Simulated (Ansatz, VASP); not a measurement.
Bi2Se3 in VASP and in Ansatz

The input INCAR:

```
  PREC = Accurate
  ENCUT = 520
  EDIFF = 1E-6
  ISMEAR = 0
  SIGMA = 0.02
  LREAL = False
  LASPH = True
  NELM = 150
  ALGO = Normal
  ISIF = 2
  LWAVE = False
  LCHARG = False
  MAGMOM = 0 0 0 0 0 0 0 0 0 0 0 0 0 0 0
  LORBIT = 11
  LSORBIT = True
  GGA_COMPAT = False
  LORBMOM = True
  GGA = PE
  NBANDS = 63
```

KPOINTS

```
Automatic mesh
0
Gamma
  6 6 6
```

Contents of POSCAR:

```
Bi2Se3
1.0
    2.0936564897      1.2087731379     10.4340295099
   -2.0936564897      1.2087731379     10.4340295099
    0.0000000000     -2.4175462758     10.4340295099
Bi Se
2 3
Direct
    0.3955941733      0.3955941733      0.3955941733
    0.6044058267      0.6044058267      0.6044058267
    0.0000000000      0.0000000000      0.0000000000
    0.2210304522      0.2210304522      0.2210304522
    0.7789695478      0.7789695478      0.7789695478
```

Input for Ansatz:

```yaml
crystal:
  lattice:
    - [2.0936564897, 1.2087731379, 10.4340295099]
    - [-2.0936564897, 1.2087731379, 10.4340295099]
    - [0.0, -2.4175462758, 10.4340295099]
  atoms:
    - { symbol: Bi, position: [0.3955941733, 0.3955941733, 0.3955941733] }
    - { symbol: Bi, position: [0.6044058267, 0.6044058267, 0.6044058267] }
    - { symbol: Se, position: [0.0, 0.0, 0.0] }
    - { symbol: Se, position: [0.2210304522, 0.2210304522, 0.2210304522] }
    - { symbol: Se, position: [0.7789695478, 0.7789695478, 0.7789695478] }
basis:
  ecutwfc: 420
kpoints:
  mp_grid: { grid: [6, 6, 6] }
  band_path:
    path:
      - [[0.0, 0.0, 0.0], [0.5, 0.5, 0.5], [0.82438599, 0.17561401, 0.5]]
      - [[0.5, -0.17561401, 0.17561401], [0.5, 0.0, 0.0], [0.0, 0.0, 0.0], [0.33780701, -0.33780701, 0.0]]
      - [[0.66219299, 0.0, 0.33780701], [0.5, 0.0, 0.5], [0.0, 0.0, 0.0]]
    npoints: 10
hamiltonian:
  xc: pbe
scf:
  occupations: { method: gaussian, width: 0.02 }
output:
  forces: true
  stress: true
  eigenvalues: true
  populations: true
  dos: { projected: true, de: 0.02 }
  bader: false
magnetization:
  noncollinear: true
  spin_orbit: true
```

Alike in both runs: task single point; functional PBE; k mesh 6 × 6 × 6; occupations gaussian, width 0.02 eV; non-collinear spin, spin-orbit coupling.

|  | VASP | Ansatz |
| --- | --- | --- |
| version | VASP 6.6.1 | Ansatz 0.2.0 |
| potentials or method | VASP PAW PBE potentials, release 64 (Bi_d, Se), cutoff 520 eV | plane waves, PAW |
| valence electrons in the cell | 48 | 78 |

VASP gave:

| Property | Result |
| --- | --- |
| pressure (GPa) | 0.4 |
| rms of the force components (eV/Å) | 0.045 |

Q: What did Ansatz give for the same quantities?

A: Pressure (GPa): 0.4; rms of the force components (eV/Å): 0.050.

Atom by atom the forces differ by 0.005 eV/Å (rms over components). VASP's potentials hold 48 valence electrons a cell and Ansatz's 78, so a difference there can come from the potentials and not from the codes.
